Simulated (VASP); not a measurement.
Runs of VASP 6.6.1 on InP. Symmetry: F-43m, No. 216, cubic system. The conventional cell has a = 5.861 Å, b = 5.861 Å, c = 5.861 Å, α = 90.00°, β = 90.00°, γ = 90.00°. In (site symmetry -43m) has 4 P at 2.54 Å within 3.3 Å. P (site symmetry -43m) has 4 In at 2.54 Å within 3.3 Å. 

```csv
level,potentials or basis,k mesh,grid for exact exchange (PRECFOCK),share of exact exchange,screening parameter,gap on the mesh (eV),pressure (GPa)
PBE-based screened hybrid,"VASP PAW PBE potentials, release 64 (In_d, P)",4 × 4 × 4,Normal,0.3,0.20787 1/Å,1.71,1.2
PBE,"VASP PAW PBE potentials, release 64 (In_d, P)",4 × 4 × 4,-,-,-,0.70,(a)
PBE-based screened hybrid,"VASP PAW PBE potentials, release 64 (In_d, P)",4 × 4 × 4,Normal,0.45,0.1 1/Å,(b),(c)
PBE-based global hybrid,"VASP PAW PBE potentials, release 64 (In_d, P)",4 × 4 × 4,Normal,0.1,-,1.30,2.4
LDA,"VASP PAW LDA potentials, release 64 (In_d, P)",8 × 8 × 8,-,-,-,0.51,-1.2
```

Alike in all rows: task single point; no spin polarisation; cell as given; cutoff (eV) 520; smearing gaussian 0.05 eV.

Question: Estimate the missing entries.

Answer: (a) 3.5; (b) 2.87; (c) -0.3.

Caveats: some runs use coarse meshes; spin-orbit coupling is left out, which moves the levels of the heavy elements; the PAW data sets were made with another functional, which shifts forces and pressure a little (some runs).

A k mesh can miss the band edges, and the runs leave out spin-orbit coupling on In.
